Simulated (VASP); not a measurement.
Wanted: the native input for a VASP 6.6.1 run.

* Task: single point
* Functional: PBE-based global hybrid with 10 % exact exchange
* Potentials or basis: VASP PAW PBE potentials, release 64 (N, C, H)
* Cutoff: 520 eV
* k mesh: 5 × 5 × 5
* Occupations: fermi-dirac, width 0.05 eV
* Spin: no spin polarisation
* Dipole correction: no
* Grid for exact exchange (PRECFOCK): Normal
* Share of exact exchange: 0.1
* Further INCAR settings: ALGO = Normal; EDIFF = 1e-06; NBANDS = 12

Crystal: HCN.

```
CELL_PARAMETERS angstrom
-2.31606 2.31606 2.15990
2.31606 -2.31606 2.15990
2.31606 2.31606 -2.15990
ATOMIC_POSITIONS crystal
N 0.27193 0.27193 0.00000
C 0.00367 0.00367 0.00000
H 0.75210 0.75210 0.00000
```

One way to write it, as run:

POSCAR

```
HCN
1.0
   -2.3160580000      2.3160580000      2.1599010000
    2.3160580000     -2.3160580000      2.1599010000
    2.3160580000      2.3160580000     -2.1599010000
N C H
1 1 1
Direct
    0.2719290000      0.2719290000      0.0000000000
    0.0036740000      0.0036740000      0.0000000000
    0.7520970000      0.7520970000      0.0000000000
```

INCAR.step1

```
SYSTEM = HCN
PREC     = Accurate       ! precision mode
ENCUT    = 520            ! plane-wave cutoff, eV
EDIFF    = 1E-5           ! SCF threshold, eV
ISMEAR   = -1             ! smearing method
SIGMA    = 0.05           ! smearing width, eV
LREAL    = .False.        ! projectors in reciprocal space
LASPH    = .True.         ! aspherical terms in the spheres
NELM     = 80             ! most SCF steps
ALGO     = Normal         ! electronic algorithm
ISIF     = 2              ! what is computed and relaxed
LWAVE    = .True.         ! write WAVECAR
GGA      = PE             ! functional
NBANDS   = 12             ! bands
```

INCAR.step2

```
SYSTEM = HCN
PREC     = Accurate       ! precision mode
ENCUT    = 520            ! plane-wave cutoff, eV
EDIFF    = 1E-6           ! SCF threshold, eV
ISMEAR   = -1             ! smearing method
SIGMA    = 0.05           ! smearing width, eV
LREAL    = .False.        ! projectors in reciprocal space
LASPH    = .True.         ! aspherical terms in the spheres
NELM     = 80             ! most SCF steps
ALGO     = Normal         ! electronic algorithm
ISIF     = 2              ! what is computed and relaxed
LWAVE    = .False.        ! write WAVECAR
LCHARG   = .True.         ! write CHGCAR
GGA      = PE             ! functional
LHFCALC  = .True.         ! exact exchange
AEXX     = 0.1            ! exact-exchange fraction
PRECFOCK = Normal       
LELF     = .True.         ! ELF
LVHAR    = .True.       
ISTART   = 1            
NBANDS   = 12             ! bands
```

KPOINTS

```
Automatic mesh
0
Gamma
  5 5 5
  0 0 0
```

Potentials or basis: VASP PAW PBE potentials, release 64 (N, C, H).

Launch:

```bash
$ cat potpaw_PBE.64/N/POTCAR potpaw_PBE.64/C/POTCAR potpaw_PBE.64/H/POTCAR > POTCAR
$ cp INCAR.step1 INCAR
$ mpirun -np 1 vasp_std > vasp.out
$ cp INCAR.step2 INCAR
$ mpirun -np 1 vasp_std > vasp.out
```

It gave:

- Pressure: -0.5 GPa
- Largest force: 0.424 eV/Å
- Band gap on the k mesh: 7.83 eV (least direct gap 8.16 eV)

Caveat: this functional lacks dispersion, which holds the molecules together, so the pressure and a relaxed volume are unreliable; the PAW data sets were made with another functional, which shifts forces and pressure a little; an odd mesh through Γ misses points on the zone boundary, where band edges can lie.

Wall time 6.2 min on 1 thread of AMD EPYC 7R13 Processor (Zen 3) (shared host), peak memory 0.14 GiB.
